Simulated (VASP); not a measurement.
# Ti6H in VASP: a series of runs

The runs below take Ti6H through single point, relaxation of the atoms, with PBE.

Everything below comes from runs of VASP 6.6.1. Logs are shortened: lines on timing, memory, paths and dates and some standing lists are left out, and cuts for length are marked.

### 1 The cell of the first run

The cell holds a slab with vacuum, 7 atoms: a = 4.604 Å, b = 4.604 Å, c = 19.997 Å, α = 90.00°, β = 90.00°, γ = 120.00°.

### 2 Single point, PBE

Contents of INCAR:

```
SYSTEM = Ti6H
PREC = Accurate
ENCUT = 520
EDIFF = 1E-6
ISMEAR = 0
SIGMA = 0.1
LREAL = .FALSE.
LASPH = .TRUE.
NELM = 60
ALGO = Normal
ISIF = 2
LWAVE = .FALSE.
LCHARG = .FALSE.
LDIPOL = .TRUE.
IDIPOL = 3
DIPOL = 0.5 0.5 0.333
GGA = PE
NBANDS = 46
```

Contents of KPOINTS:

```
regular mesh
0
G
  6 6 1
  0 0 0
```

Contents of POSCAR:

```
Ti6H
1.0
    4.6037402192      0.0000000000      0.0000000000
   -2.3018701096      3.9869559822      0.0000000000
    0.0000000000      0.0000000000     19.9968207719
Ti H
6 1
Direct
    0.6666666666      0.3333333333      0.2000317973
    0.3333333333      0.6666666667      0.2470259945
    0.0000000000      0.0000000000      0.2940201916
    0.6666666666      0.3333333333      0.3353091140
    0.3333333333      0.6666666667      0.3717707007
    0.0000000000      0.0000000000      0.4249085827
    0.2222222222      0.4444444444      0.4560165666
```

Potentials or basis: VASP PAW PBE potentials, release 64 (Ti_sv, H).

Run with:

```
cat potpaw_PBE.64/Ti_sv/POTCAR potpaw_PBE.64/H/POTCAR > POTCAR
mpirun -np 1 vasp_std > vasp.out
```

OUTCAR:

```text
SYSTEM = Ti6H
   PREC = Accurate
   ENCUT = 520
   EDIFF = 1E-6
   ISMEAR = 0
   LREAL = .FALSE.
   LASPH = .TRUE.
   NELM = 60
   ISIF = 2
   GGA = PE

 ion  position               nearest neighbor table
   1  0.667  0.333  0.200-   4 2.71   2 2.82   2 2.82   2 2.82
   2  0.333  0.667  0.247-   5 2.49   3 2.82   3 2.82   3 2.82   1 2.82   1 2.82   1 2.82
   3  0.000  0.000  0.294-   6 2.62   4 2.78   4 2.78   4 2.78   2 2.82   2 2.82   2 2.82
   4  0.667  0.333  0.335-   1 2.71   5 2.76   5 2.76   5 2.76   3 2.78   3 2.78   3 2.78
   5  0.333  0.667  0.372-   7 1.90   2 2.49   4 2.76   4 2.76   4 2.76   6 2.86   6 2.86   6 2.86

   6  0.000  0.000  0.425-   7 1.88   3 2.62   5 2.86   5 2.86   5 2.86
   7  0.222  0.444  0.456-   6 1.88   5 1.90

  LATTYP: Found a hexagonal cell.
 ALAT       =     4.6037402192
 C/A-ratio  =     4.3436032052

  Lattice vectors:

 A1 = (   4.6037402192,   0.0000000000,   0.0000000000)
 A2 = (  -2.3018701096,   3.9869559822,   0.0000000000)
 A3 = (   0.0000000000,   0.0000000000,  19.9968207719)

Analysis of symmetry for initial positions (statically):
=====================================================================
 Subroutine PRICEL returns:
 Original cell was already a primitive cell.

 Routine SETGRP: Setting up the symmetry group for a
 hexagonal supercell.

 Subroutine GETGRP returns: Found  2 space group operations
 (whereof  2 operations were pure point group operations)
 out of a pool of 24 trial point group operations.

The static configuration has the point symmetry C_1h.

Analysis of symmetry for dynamics (positions and initial velocities):
=====================================================================
 Subroutine PRICEL returns:
 Original cell was already a primitive cell.

 Routine SETGRP: Setting up the symmetry group for a
 hexagonal supercell.

 Subroutine GETGRP returns: Found  2 space group operations
 (whereof  2 operations were pure point group operations)
 out of a pool of 24 trial point group operations.

The dynamic configuration has the point symmetry C_1h.

 Subroutine INISYM returns: Found  2 space group operations
 (whereof  2 operations are pure point group operations),
 and found     1 'primitive' translations

----------------------------------------------------------------------------------------

                                     Primitive cell

  volume of cell :     367.0398

  direct lattice vectors                    reciprocal lattice vectors
     4.603740219  0.000000000  0.000000000     0.217214689  0.125408959  0.000000000
    -2.301870110  3.986955982  0.000000000     0.000000000  0.250817918  0.000000000
     0.000000000  0.000000000 19.996820772     0.000000000  0.000000000  0.050007949

  length of vectors
     4.603740219  4.603740219 19.996820772     0.250817918  0.250817918  0.050007949

  position of ions in fractional coordinates (direct lattice)
     0.666666667  0.333333333  0.200031797
     0.333333333  0.666666667  0.247025994
     0.000000000  0.000000000  0.294020192
     0.666666667  0.333333333  0.335309114
     0.333333333  0.666666667  0.371770701
     0.000000000  0.000000000  0.424908583
     0.222222222  0.444444444  0.456016567

  ion indices of the primitive-cell ions
   primitive index   ion index
                 1           1
                 2           2
                 3           3
                 4           4
                 5           5
                 6           6
                 7           7

----------------------------------------------------------------------------------------

 KPOINTS: regular mesh

Automatic generation of k-mesh.
 Grid dimensions read from file:
 generate k-points for:    6    6    1

 Generating k-lattice:

  Cartesian coordinates                     Fractional coordinates (reciprocal lattice)
     0.036202448  0.020901493  0.000000000     0.166666667  0.000000000  0.000000000
     0.000000000  0.041802986  0.000000000     0.000000000  0.166666667  0.000000000
     0.000000000  0.000000000  0.050007949     0.000000000  0.000000000  1.000000000

  Length of vectors
     0.041802986  0.041802986  0.050007949

  Shift w.r.t. Gamma in fractional coordinates (k-lattice)
     0.000000000  0.000000000  0.000000000

 Subroutine IBZKPT returns following result:
 ===========================================

 Found     13 irreducible k-points:

 Following reciprocal coordinates:
            Coordinates               Weight
  0.000000  0.000000  0.000000      1.000000
  0.166667  0.000000  0.000000      4.000000
  0.000000  0.166667  0.000000      2.000000
  0.333333  0.000000  0.000000      4.000000
  0.000000  0.333333  0.000000      2.000000
  0.500000  0.000000  0.000000      2.000000
  0.000000  0.500000  0.000000      1.000000
  0.166667  0.166667  0.000000      4.000000
 -0.333333  0.166667  0.000000      2.000000
  0.333333  0.166667  0.000000      4.000000
 -0.166667  0.500000  0.000000      4.000000
  0.500000  0.333333  0.000000      4.000000
  0.333333  0.333333  0.000000      2.000000
   k-points           NKPTS =     13   k-points in BZ     NKDIM =     13   number of bands    NBANDS=     46
   number of dos      NEDOS =    301   number of ions     NIONS =      7
   total plane-waves  NPLWV = 194400
   dimension x,y,z NGX =    36 NGY =   36 NGZ =  150
   dimension x,y,z NGXF=    72 NGYF=   72 NGZF=  300
   ions per type =               6   1
   NGX,Y,Z   is equivalent  to a cutoff of  13.00, 13.00, 12.47 a.u.
   NGXF,Y,Z  is equivalent  to a cutoff of  26.00, 26.00, 24.94 a.u.
 SYSTEM =  Ti6H
   PREC   = accura    normal or accurate (medium, high low for compatibility)
   ISTART =      0    job   : 0-new  1-cont  2-samecut
   ICHARG =      2    charge: 1-file 2-atom 10-const
   ISPIN  =      1    spin polarized calculation?
   LNONCOLLINEAR =      F non collinear calculations
   LSORBIT =      F    spin-orbit coupling
   LASPH  =      T    aspherical Exc in radial PAW
   ENCUT  =  520.0 eV  38.22 Ry    6.18 a.u.   8.56  8.56 37.18*2*pi/ulx,y,z
   NELM   =     60;   NELMIN=  2; NELMDL= -5     # of ELM steps
   EDIFF  = 0.1E-05   stopping-criterion for ELM
   LREAL  =      F    real-space projection
   EDIFFG = 0.1E-04   stopping-criterion for IOM
   NSW    =      0    number of steps for IOM
   IBRION =     -1    ionic relax: 0-MD 1-quasi-New 2-CG
   NFREE  =      0    steps in history (QN), initial steepest desc. (CG)
   ISIF   =      2    stress and relaxation
   ISYM   =      2    0-nonsym 1-usesym 2-fastsym
   POTIM  = 0.5000    time-step for ionic-motion
   TEBEG  =    0.0;   TEEND  =   0.0 temperature during run
   PSTRESS=    0.0 pullay stress
   NELECT =      73.0000    total number of electrons
   NUPDOWN=      -1.0000    fix difference up-down
   EMIN   =  10.00;   EMAX   =-10.00  energy-range for DOS
   EFERMI =   0.00;   METHOD = LEGACY
   ISMEAR =     0;   SIGMA  =   0.10  broadening in eV -4-tet -1-fermi 0-gaus
   EFERMI_NEDOS =   21; number of points for ismear=-14 and -15
   IALGO  =     38    algorithm
   IMIX   =      4    mixing-type and parameters
     AMIX     =   0.40;   BMIX     =  1.00
     AMIX_MAG =   1.60;   BMIX_MAG =  1.00
  volume/ion in A,a.u.               =      52.43       353.84
  Fermi-wavevector in a.u.,A,eV,Ry     =   0.955604  1.805830 12.424560  0.913179
  Thomas-Fermi vector in A             =   2.084457
   LORBIT       =      0    0 simple, 1 ext, 2 COOP (PROOUT), +10 PAW based schemes
   GGA     = PE    functional components
   LHFCALC =     F    Hartree Fock is set to
   AEXX    =    0.0000 exact exchange contribution
   IVDW    =     0    specifies the selected vdW correction
   LEPSILON=     F    determine dielectric tensor
   LRPA    =     F    only Hartree local field effects (RPA)
 non-spin polarized calculation
 Gauss-broadening in eV      SIGMA  =   0.10
  energy-cutoff  :      520.00
  volume of cell :      367.04
 maximum number of plane-waves:      9981
 NGX is ok and might be reduce to    36
   NGX = 17   NGY = 17   NGZ = 75

 dipolmoment           0.000000      0.000000      0.025254 electrons x Angstroem

 number of electron      72.9999980 magnetization

 dipolmoment           0.000000      0.000000     -0.007209 electrons x Angstroem

 Free energy of the ion-electron system (eV)
  ---------------------------------------------------
  ext. energy  EPLUGINS =         0.00000000
  ---------------------------------------------------
  free energy    TOTEN  =       -45.78560985 eV

  energy without entropy =      -45.71364163  energy(sigma->0) =      -45.74962574

 E-fermi :   0.0082     XC(G=0):  -4.3638

 val. band max:        0.0056191550   @ k =   0.0000   0.5000   0.0000
 cond. band min:       0.0125374507   @ k =   0.0000   0.0000   0.0000
 fundamental gap:      0.0069182956
 Fermi energy:         0.0081585817

 k-point     1 :       0.0000    0.0000    0.0000
  band No.  band energies     occupation
      1     -57.0828      2.00000
      2     -57.0782      2.00000
      3     -56.4951      2.00000
      4     -56.3801      2.00000
      5     -56.3247      2.00000
      6     -56.2159      2.00000
[... 38 lines left out ...]
     45       1.7937      0.00000
     46       1.8023      0.00000

 k-point     2 :       0.1667    0.0000    0.0000
  band No.  band energies     occupation
      1     -57.0822      2.00000
      2     -57.0778      2.00000
      3     -56.4860      2.00000
      4     -56.3828      2.00000
      5     -56.3295      2.00000
      6     -56.2187      2.00000
[... 38 lines left out ...]
     45       1.6886      0.00000
     46       1.7636      0.00000

 k-point     3 :       0.0000    0.1667    0.0000
  band No.  band energies     occupation
      1     -57.0822      2.00000
      2     -57.0778      2.00000
      3     -56.4860      2.00000
      4     -56.3828      2.00000
      5     -56.3295      2.00000
      6     -56.2187      2.00000
[... 38 lines left out ...]
     45       1.7318      0.00000
     46       1.7453      0.00000

 k-point     4 :       0.3333    0.0000    0.0000
  band No.  band energies     occupation
      1     -57.0809      2.00000
      2     -57.0770      2.00000
      3     -56.4634      2.00000
      4     -56.3916      2.00000
      5     -56.3403      2.00000
      6     -56.2243      2.00000
[... 381 lines left out ...]
     45       1.5355      0.00000
     46       1.7814      0.00000

 k-point    12 :       0.5000    0.3333    0.0000
  band No.  band energies     occupation
      1     -57.0803      2.00000
      2     -57.0767      2.00000
      3     -56.4484      2.00000
      4     -56.3975      2.00000
      5     -56.3480      2.00000
      6     -56.2270      2.00000
[... 38 lines left out ...]
     45       1.3482      0.00000
     46       1.6519      0.00000

 k-point    13 :       0.3333    0.3333    0.0000
  band No.  band energies     occupation
      1     -57.0800      2.00000
      2     -57.0765      2.00000
      3     -56.4397      2.00000
      4     -56.3997      2.00000
      5     -56.3537      2.00000
      6     -56.2283      2.00000
[... 38 lines left out ...]
     45       1.3113      0.00000
     46       1.4202      0.00000

------------------------ aborting loop because EDIFF is reached ----------------------------------------

 vacuum level on the upper side and lower side of the slab       (xc-potential included)        -0.171        -0.111

  FORCE on cell =-STRESS in cart. coord.  units (eV):
  Direction    XX          YY          ZZ          XY          YZ          ZX
  --------------------------------------------------------------------------------------
  -------------------------------------------------------------------------------------
  Total       -3.1847056     -3.9072038      0.1399599      0.0000000      0.6038676      0.0000000
  in kB      -13.9016601    -17.0554602      0.6109432      0.0000000      2.6359619      0.0000000
  external PRESSURE =     -10.1153924 kB  Pullay stress =       0.0000000 kB

 VOLUME and BASIS-vectors are now :
 -----------------------------------------------------------------------------
  energy-cutoff  :      520.00
  volume of cell :      367.04
      direct lattice vectors                 reciprocal lattice vectors
     4.603740219  0.000000000  0.000000000     0.217214689  0.125408959  0.000000000
    -2.301870110  3.986955982  0.000000000     0.000000000  0.250817918  0.000000000
     0.000000000  0.000000000 19.996820772     0.000000000  0.000000000  0.050007949

 POSITION                                       TOTAL-FORCE (eV/Angst)
 -----------------------------------------------------------------------------------
      2.30187      1.32899      4.00000        -0.000000      0.043672      0.050465
     -0.00000      2.65797      4.93973         0.000000     -0.094068      0.343116
      0.00000      0.00000      5.87947        -0.000000     -0.014718     -0.583775
      2.30187      1.32899      6.70512        -0.000000      0.107387     -0.425611
     -0.00000      2.65797      7.43423        -0.000000     -0.409541      0.614174
      0.00000      0.00000      8.49682        -0.000000      0.070656      0.005157
      0.00000      1.77198      9.11888        -0.000000      0.296611     -0.003525
 -----------------------------------------------------------------------------------
    total drift:                                0.000001      0.000021     -0.000376

  FREE ENERGIE OF THE ION-ELECTRON SYSTEM (eV)
  ---------------------------------------------------
  free  energy   TOTEN  =       -45.7856098485 eV

  energy  without entropy=      -45.7136416335  energy(sigma->0) =      -45.74962574

 vacuum level on the upper side and lower side of the slab         3.224         3.275
```

Run time: 5.2 min. Hardware: 1 thread of Intel Xeon 6975P-C (Granite Rapids), shared host; peak memory 0.51 GiB.

Results:

- Free energy: -45.7856 eV
- Largest force: 0.738 eV/Å
- Band gap on the k mesh: zero (an odd number of electrons rules out a gap without spin polarisation)

Forces in eV/Å, atoms in the order of the input:
```
Ti   0.000  0.044  0.050
Ti   0.000 -0.094  0.343
Ti   0.000 -0.015 -0.584
Ti   0.000  0.107 -0.426
Ti   0.000 -0.410  0.614
Ti   0.000  0.071  0.005
H    0.000  0.297 -0.004
```

Levels at points of the mesh, in eV from the Fermi level:
| k point | band 35 | band 36 | band 37 | band 38 | band 39 | band 40 |
| --- | --- | --- | --- | --- | --- | --- |
| (0.00, 0.00, 0.00) | -0.44 | -0.20 | -0.20 | -0.04 | 0.00 | 0.38 |
| (0.50, 0.00, 0.00) | -0.33 | -0.24 | -0.08 | 0.03 | 0.33 | 0.54 |
| (0.00, 0.50, 0.00) | -0.31 | -0.17 | 0.00 | 0.03 | 0.40 | 0.41 |

### 3 Single point, PBE

Contents of INCAR:

```
SYSTEM = Ti6H
ALGO     = Normal         ! electronic algorithm
DIPOL    = 0.5 0.5 0.328
EDIFF    = 1E-6           ! SCF threshold, eV
ENCUT    = 520            ! plane-wave cutoff, eV
GGA      = PE             ! functional
IDIPOL   = 3            
ISIF     = 2              ! what is computed and relaxed
ISMEAR   = 0              ! smearing method
LASPH    = .True.         ! aspherical terms in the spheres
LCHARG   = .True.         ! write CHGCAR
LDIPOL   = .True.       
LELF     = .True.         ! ELF
LREAL    = .False.        ! projectors in reciprocal space
LVACPOTAV= .True.       
LVHAR    = .True.       
LWAVE    = .False.        ! write WAVECAR
NBANDS   = 46             ! bands
NELM     = 60             ! most SCF steps
PREC     = Accurate       ! precision mode
SIGMA    = 0.1            ! smearing width, eV
```

Contents of KPOINTS:

```
k-points
0
Gamma
  6 6 1
  0 0 0
```

Contents of POSCAR:

```
Ti6H
1.0
    4.6037402192      0.0000000000      0.0000000000
   -2.3018701096      3.9869559822      0.0000000000
    0.0000000000      0.0000000000     19.9968207719
Ti H
6 1
Direct
    0.6666666667      0.3333333334      0.2000317973
    0.3333333333      0.6666666667      0.2470259945
    0.0000000000      0.0000000000      0.2940201916
    0.6666666667      0.3333333334      0.3353091140
    0.3333333333      0.6666666667      0.3717707007
    0.0000000000      0.0000000000      0.4249085827
    0.4444444444      0.2222222222      0.4200247839
```

Potentials or basis: VASP PAW PBE potentials, release 64 (Ti_sv, H).

Run with:

```
cat potpaw_PBE.64/Ti_sv/POTCAR potpaw_PBE.64/H/POTCAR > POTCAR
mpirun -np 1 vasp_std > vasp.out
```

OUTCAR:

```text
SYSTEM = Ti6H
   EDIFF = 1E-6
   ENCUT = 520
   GGA = PE
   ISIF = 2
   ISMEAR = 0
   LASPH = .True.
   LREAL = .False.
   NELM = 60
   PREC = Accurate

 ion  position               nearest neighbor table
   1  0.667  0.333  0.200-   4 2.71   2 2.82   2 2.82   2 2.82
   2  0.333  0.667  0.247-   5 2.49   3 2.82   3 2.82   3 2.82   1 2.82   1 2.82   1 2.82
   3  0.000  0.000  0.294-   6 2.62   4 2.78   4 2.78   4 2.78   2 2.82   2 2.82   2 2.82
   4  0.667  0.333  0.335-   1 2.71   5 2.76   5 2.76   5 2.76   3 2.78   3 2.78   3 2.78
   5  0.333  0.667  0.372-   2 2.49   4 2.76   4 2.76   4 2.76   6 2.86   6 2.86   6 2.86
[... 841 lines left out ...]
  in kB       -9.8498304    -15.4273436     -2.4759032      4.8302682      1.6593675      2.8741071
  external PRESSURE =      -9.2510257 kB  Pullay stress =       0.0000000 kB

 VOLUME and BASIS-vectors are now :
 -----------------------------------------------------------------------------
  energy-cutoff  :      520.00
  volume of cell :      367.04
      direct lattice vectors                 reciprocal lattice vectors
     4.603740219  0.000000000  0.000000000     0.217214689  0.125408959  0.000000000
    -2.301870110  3.986955982  0.000000000     0.000000000  0.250817918  0.000000000
     0.000000000  0.000000000 19.996820772     0.000000000  0.000000000  0.050007949

 POSITION                                       TOTAL-FORCE (eV/Angst)
 -----------------------------------------------------------------------------------
      2.30187      1.32899      4.00000        -0.024012     -0.013863      0.063530
     -0.00000      2.65797      4.93973         0.007922      0.004574      0.469619
      0.00000      0.00000      5.87947        -0.091441     -0.052793     -0.763388
      2.30187      1.32899      6.70512        -0.158746     -0.091652      0.252071
     -0.00000      2.65797      7.43423        -0.103159     -0.059559      0.102689
      0.00000      0.00000      8.49682        -0.189012     -0.109126     -0.113223
      1.53458      0.88599      8.39916         0.558448      0.322420     -0.011298
 -----------------------------------------------------------------------------------
    total drift:                                0.000013      0.000005     -0.000258

  FREE ENERGIE OF THE ION-ELECTRON SYSTEM (eV)
  ---------------------------------------------------
  free  energy   TOTEN  =       -45.5433579523 eV

  energy  without entropy=      -45.4805420590  energy(sigma->0) =      -45.51195001

 vacuum level on the upper side and lower side of the slab         3.231         3.516
```

It took 4.7 min on 1 thread of Intel Xeon 6975P-C (Granite Rapids), shared host; peak memory 0.51 GiB.

Results:

```
Free energy            : -45.5434 eV
Largest force          : 0.771 eV/Å
Band gap on the k mesh : zero (an odd number of electrons rules out a gap without spin polarisation)
```

Forces in eV/Å, atoms in the order of the input:
```
Ti  -0.024 -0.014  0.064
Ti   0.008  0.005  0.470
Ti  -0.091 -0.053 -0.763
Ti  -0.159 -0.092  0.252
Ti  -0.103 -0.060  0.103
Ti  -0.189 -0.109 -0.113
H    0.558  0.322 -0.011
```

Levels at points of the mesh, in eV from the Fermi level:
```tsv
k point	band 35	band 36	band 37	band 38	band 39	band 40
(0.00, 0.00, 0.00)	-0.37	-0.28	-0.17	0.01	0.02	0.47
(0.50, 0.00, 0.00)	-0.32	-0.15	-0.13	0.04	0.35	0.42
(0.00, 0.50, 0.00)	-0.29	-0.14	-0.04	0.06	0.29	0.56
```

[end of part 1 of 2]

The gap in the log of VASP goes by the Fermi energy; the results here count the filled bands.